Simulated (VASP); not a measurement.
# As (R-3m) in VASP: single point with PBE+D3(BJ)

Aim: the single point of As with PBE+D3(BJ).

All numbers are computed with VASP 6.6.1; they aren't measurements. Logs are shortened: lines on timing, memory, paths and dates and some standing lists are left out, and cuts for length are marked.

### 1 The cell of the first run

The structure is trigonal, space group R-3m (No. 166). Conventional cell: a = 3.783 Å, b = 3.783 Å, c = 10.106 Å, α = 90.00°, β = 90.00°, γ = 120.00°. As (site symmetry 3m) has 6 As at 2.54 to 3.02 Å within 3.3 Å.

### 2 Single point, PBE+D3(BJ)

Contents of INCAR:

```
SYSTEM = As
ALGO     = Normal         ! electronic algorithm
EDIFF    = 1E-7           ! SCF threshold, eV
ENCUT    = 520            ! plane-wave cutoff, eV
GGA      = PE             ! functional
ISIF     = 2              ! what is computed and relaxed
ISMEAR   = 0              ! smearing method
IVDW     = 12             ! dispersion correction
LASPH    = .TRUE.         ! aspherical terms in the spheres
LCHARG   = .FALSE.        ! write CHGCAR
LREAL    = .FALSE.        ! projectors in reciprocal space
LWAVE    = .FALSE.        ! write WAVECAR
NBANDS   = 12             ! bands
NELM     = 100            ! most SCF steps
PREC     = Accurate       ! precision mode
SIGMA    = 0.1            ! smearing width, eV
```

Contents of KPOINTS:

```
k-points
0
G
  15 15 15
  0 0 0
```

Contents of POSCAR:

```
As
1.0
    1.8914412474      1.0920241133      3.3687807632
   -1.8914412474      1.0920241133      3.3687807632
    0.0000000000     -2.1840482266      3.3687807632
As
2
Direct
    0.2303455255      0.2303455255      0.2303455255
    0.7696544745      0.7696544745      0.7696544745
```

Potentials or basis: VASP PAW PBE potentials, release 64 (As).

Launch:

```
$ cat potpaw_PBE.64/As/POTCAR > POTCAR
$ mpirun -np 1 vasp_std > vasp.out
```

OUTCAR:

```text
SYSTEM = As
   EDIFF = 1E-7
   ENCUT = 520
   GGA = PE
   ISIF = 2
   ISMEAR = 0
   IVDW = 12
   LASPH = .TRUE.
   LREAL = .FALSE.
   NELM = 100
   PREC = Accurate
 IVDW          = 12

 ion  position               nearest neighbor table
   1  0.230  0.230  0.230-   2 2.54   2 2.54   2 2.54
   2  0.770  0.770  0.770-   1 2.54   1 2.54   1 2.54

  LATTYP: Found a trigonal (rhomboedric) cell.
 ALAT       =     4.0148163703
 COS(alpha) =     0.5561008286

  Lattice vectors:

 A1 = (   1.8914412474,   1.0920241133,   3.3687807632)
 A2 = (  -1.8914412474,   1.0920241133,   3.3687807632)
 A3 = (   0.0000000000,  -2.1840482266,   3.3687807632)

Analysis of symmetry for initial positions (statically):
=====================================================================
 Subroutine PRICEL returns:
 Original cell was already a primitive cell.

 Routine SETGRP: Setting up the symmetry group for a
 trigonal (rhombohedral) supercell.

 Subroutine GETGRP returns: Found 12 space group operations
 (whereof 12 operations were pure point group operations)
 out of a pool of 12 trial point group operations.

The static configuration has the point symmetry D_3d.

Analysis of symmetry for dynamics (positions and initial velocities):
=====================================================================
 Subroutine PRICEL returns:
 Original cell was already a primitive cell.

 Routine SETGRP: Setting up the symmetry group for a
 trigonal (rhombohedral) supercell.

 Subroutine GETGRP returns: Found 12 space group operations
 (whereof 12 operations were pure point group operations)
 out of a pool of 12 trial point group operations.

The dynamic configuration has the point symmetry D_3d.

 Subroutine INISYM returns: Found 12 space group operations
 (whereof 12 operations are pure point group operations),
 and found     1 'primitive' translations

----------------------------------------------------------------------------------------

                                     Primitive cell

  volume of cell :      41.7493

  direct lattice vectors                    reciprocal lattice vectors
     1.891441247  1.092024113  3.368780763     0.264348682  0.152621782  0.098947767
    -1.891441247  1.092024113  3.368780763    -0.264348682  0.152621782  0.098947767
     0.000000000 -2.184048227  3.368780763     0.000000000 -0.305243565  0.098947767

  length of vectors
     4.014816370  4.014816370  4.014816370     0.320880499  0.320880499  0.320880499

  position of ions in fractional coordinates (direct lattice)
     0.230345525  0.230345525  0.230345525
     0.769654475  0.769654475  0.769654475

  ion indices of the primitive-cell ions
   primitive index   ion index
                 1           1
                 2           2

----------------------------------------------------------------------------------------

 KPOINTS: k-points

Automatic generation of k-mesh.
 Grid dimensions read from file:
 generate k-points for:   15   15   15

 Generating k-lattice:

  Cartesian coordinates                     Fractional coordinates (reciprocal lattice)
     0.017623245  0.010174785  0.006596518     0.066666667  0.000000000  0.000000000
    -0.017623245  0.010174785  0.006596518     0.000000000  0.066666667  0.000000000
     0.000000000 -0.020349571  0.006596518     0.000000000  0.000000000  0.066666667

  Length of vectors
     0.021392033  0.021392033  0.021392033

  Shift w.r.t. Gamma in fractional coordinates (k-lattice)
     0.000000000  0.000000000  0.000000000

 Subroutine IBZKPT returns following result:
 ===========================================

 Found    344 irreducible k-points:

 Following reciprocal coordinates:
            Coordinates               Weight
  0.000000  0.000000  0.000000      1.000000
  0.066667 -0.000000  0.000000      6.000000
  0.133333  0.000000 -0.000000      6.000000
  0.200000  0.000000  0.000000      6.000000
  0.266667  0.000000 -0.000000      6.000000
  0.333333 -0.000000  0.000000      6.000000
[... 16 lines left out ...]
  0.133333  0.133333 -0.000000      6.000000
  0.200000  0.133333 -0.000000     12.000000
 [... further k-points ...]
   k-points           NKPTS =    344   k-points in BZ     NKDIM =    344   number of bands    NBANDS=     12
   number of dos      NEDOS =    301   number of ions     NIONS =      2
   total plane-waves  NPLWV =  27000
   dimension x,y,z NGX =    30 NGY =   30 NGZ =   30
   dimension x,y,z NGXF=    60 NGYF=   60 NGZF=   60
   ions per type =               2
   NGX,Y,Z   is equivalent  to a cutoff of  12.42, 12.42, 12.42 a.u.
   NGXF,Y,Z  is equivalent  to a cutoff of  24.84, 24.84, 24.84 a.u.
 SYSTEM =  As
   PREC   = accura    normal or accurate (medium, high low for compatibility)
   ISTART =      0    job   : 0-new  1-cont  2-samecut
   ICHARG =      2    charge: 1-file 2-atom 10-const
   ISPIN  =      1    spin polarized calculation?
   LNONCOLLINEAR =      F non collinear calculations
   LSORBIT =      F    spin-orbit coupling
   LASPH  =      T    aspherical Exc in radial PAW
   ENCUT  =  520.0 eV  38.22 Ry    6.18 a.u.   7.46  7.46  7.46*2*pi/ulx,y,z
   NELM   =    100;   NELMIN=  2; NELMDL= -5     # of ELM steps
   EDIFF  = 0.1E-06   stopping-criterion for ELM
   LREAL  =      F    real-space projection
   EDIFFG = 0.1E-05   stopping-criterion for IOM
   NSW    =      0    number of steps for IOM
   IBRION =     -1    ionic relax: 0-MD 1-quasi-New 2-CG
   NFREE  =      0    steps in history (QN), initial steepest desc. (CG)
   ISIF   =      2    stress and relaxation
   ISYM   =      2    0-nonsym 1-usesym 2-fastsym
   POTIM  = 0.5000    time-step for ionic-motion
   TEBEG  =    0.0;   TEEND  =   0.0 temperature during run
   PSTRESS=    0.0 pullay stress
   NELECT =      10.0000    total number of electrons
   NUPDOWN=      -1.0000    fix difference up-down
   EMIN   =  10.00;   EMAX   =-10.00  energy-range for DOS
   EFERMI =   0.00;   METHOD = LEGACY
   ISMEAR =     0;   SIGMA  =   0.10  broadening in eV -4-tet -1-fermi 0-gaus
   EFERMI_NEDOS =   21; number of points for ismear=-14 and -15
   IALGO  =     38    algorithm
   IMIX   =      4    mixing-type and parameters
     AMIX     =   0.40;   BMIX     =  1.00
     AMIX_MAG =   1.60;   BMIX_MAG =  1.00
  volume/ion in A,a.u.               =      20.87       140.87
  Fermi-wavevector in a.u.,A,eV,Ry     =   1.016698  1.921280 14.063989  1.033674
  Thomas-Fermi vector in A             =   2.150056
   LORBIT       =      0    0 simple, 1 ext, 2 COOP (PROOUT), +10 PAW based schemes
   GGA     = PE    functional components
   LHFCALC =     F    Hartree Fock is set to
   AEXX    =    0.0000 exact exchange contribution
   IVDW    =    12    specifies the selected vdW correction
   LEPSILON=     F    determine dielectric tensor
   LRPA    =     F    only Hartree local field effects (RPA)
 non-spin polarized calculation
 Gauss-broadening in eV      SIGMA  =   0.10
  energy-cutoff  :      520.00
  volume of cell :       41.75
 maximum number of plane-waves:      1135
 NGX is ok and might be reduce to    30
   NGX = 15   NGY = 15   NGZ = 15

 number of electron      10.0000000 magnetization

 Free energy of the ion-electron system (eV)
  ---------------------------------------------------
  ext. energy  EPLUGINS =         0.00000000
  ---------------------------------------------------
  free energy    TOTEN  =        -9.30787731 eV

  energy without entropy =       -9.30727827  energy(sigma->0) =       -9.30757779

 E-fermi :   5.7797     XC(G=0): -10.1320

 val. band max:        5.7346802050   @ k =   0.3333   0.1333   0.1333
 cond. band min:       5.7875030183   @ k =   0.4000   0.2667   0.2667
 fundamental gap:      0.0528228133
 Fermi energy:         5.7797070944

 k-point     1 :       0.0000    0.0000    0.0000
  band No.  band energies     occupation
      1      -9.3801      2.00000
      2       0.1878      2.00000
      3       3.3652      2.00000
      4       3.6780      2.00000
      5       3.6780      2.00000
      6       7.8699      0.00000
      7       8.8869      0.00000
      8       8.8869      0.00000
      9      12.2517      0.00000
     10      12.2517      0.00000
     11      12.6545      0.00000
     12      14.2831      0.00000

 k-point     2 :       0.0667   -0.0000    0.0000
  band No.  band energies     occupation
      1      -9.3199      2.00000
      2      -0.0740      2.00000
      3       3.3914      2.00000
      4       3.6476      2.00000
      5       3.7278      2.00000
      6       7.9268      0.00000
      7       8.7431      0.00000
      8       8.7879      0.00000
      9      11.9085      0.00000
     10      12.1890      0.00000
     11      12.3589      0.00000
     12      14.7208      0.00000

 k-point     3 :       0.1333    0.0000   -0.0000
  band No.  band energies     occupation
      1      -9.1398      2.00000
      2      -0.7453      2.00000
      3       3.3607      2.00000
      4       3.5671      2.00000
      5       3.9304      2.00000
      6       7.9121      0.00000
      7       8.4058      0.00000
      8       8.4863      0.00000
      9      11.4475      0.00000
     10      12.1286      0.00000
     11      12.2862      0.00000
     12      15.7417      0.00000
[... 286 lines left out ...]
 k-point    23 :       0.1333    0.1333   -0.0000
  band No.  band energies     occupation
      1      -9.0798      2.00000
      2      -0.8459      2.00000
      3       2.7977      2.00000
      4       3.1652      2.00000
      5       4.8630      2.00000
      6       7.0526      0.00000
      7       8.3009      0.00000
      8       9.3429      0.00000
      9      11.4194      0.00000
     10      12.5943      0.00000
     11      13.0176      0.00000
     12      14.7803      0.00000

 k-point    24 :       0.2000    0.1333   -0.0000
  band No.  band energies     occupation
      1      -8.8722      2.00000
      2      -1.3566      2.00000
      3       2.5273      2.00000
      4       2.9675      2.00000
      5       4.9781      2.00000
      6       6.8011      0.00000
      7       8.3815      0.00000
      8       9.3495      0.00000
      9      11.1099      0.00000
     10      12.8848      0.00000
     11      13.5550      0.00000
     12      15.2161      0.00000

 [... further k-points ...]

------------------------ aborting loop because EDIFF is reached ----------------------------------------

 Edisp (eV)   -0.86697

 E8    (eV) :    -0.3673

  FORCE on cell =-STRESS in cart. coord.  units (eV):
  Direction    XX          YY          ZZ          XY          YZ          ZX
  --------------------------------------------------------------------------------------
  -------------------------------------------------------------------------------------
  Total       0.09092     0.09092     0.06578     0.00000     0.00000     0.00000
  in kB       3.48934     3.48934     2.52424     0.00000     0.00000     0.00000
  external pressure =        3.17 kB  Pullay stress =        0.00 kB

 VOLUME and BASIS-vectors are now :
 -----------------------------------------------------------------------------
  energy-cutoff  :      520.00
  volume of cell :       41.75
      direct lattice vectors                 reciprocal lattice vectors
     1.891441247  1.092024113  3.368780763     0.264348682  0.152621782  0.098947767
    -1.891441247  1.092024113  3.368780763    -0.264348682  0.152621782  0.098947767
     0.000000000 -2.184048227  3.368780763     0.000000000 -0.305243565  0.098947767

 POSITION                                       TOTAL-FORCE (eV/Angst)
 -----------------------------------------------------------------------------------
      0.00000      0.00000      2.32795         0.000000      0.000000      0.049381
      0.00000      0.00000      7.77839         0.000000     -0.000000     -0.049381
 -----------------------------------------------------------------------------------
    total drift:                               -0.000000      0.000000      0.000000

  FREE ENERGIE OF THE ION-ELECTRON SYSTEM (eV)
  ---------------------------------------------------
  free  energy   TOTEN  =       -10.1748479308 eV

  energy  without entropy=      -10.1742488876  energy(sigma->0) =      -10.17454841
```

Wall time 94 s (1 thread of AMD EPYC 7R13 (Zen 3), shared host); peak memory 0.26 GiB.

What came out:

```yaml
Free_energy: -10.1748 eV
Pressure: 0.3 GPa
Largest_force: 0.049 eV/Å
Band_gap_on_the_k_mesh: zero (bands 5 and 6 overlap by 0.14 eV)
Dispersion_energy_per_atom: -0.433 eV
```

Forces in eV/Å, atoms in the order of the input:
```
As   0.000  0.000  0.049
As   0.000  0.000 -0.049
```

Stress tensor (GPa, compression positive):
```
0.35 0.00 0.00
0.00 0.35 0.00
0.00 0.00 0.25
```

Levels at points of the mesh, in eV from the Fermi level:
| k point | band 2 | band 3 | band 4 | band 5 | band 6 | band 7 | band 8 | band 9 |
| --- | --- | --- | --- | --- | --- | --- | --- | --- |
| (0.00, 0.00, 0.00) | -5.59 | -2.41 | -2.10 | -2.10 | 2.09 | 3.11 | 3.11 | 6.47 |

The gap in the log of VASP goes by the Fermi energy; the results here count the filled bands.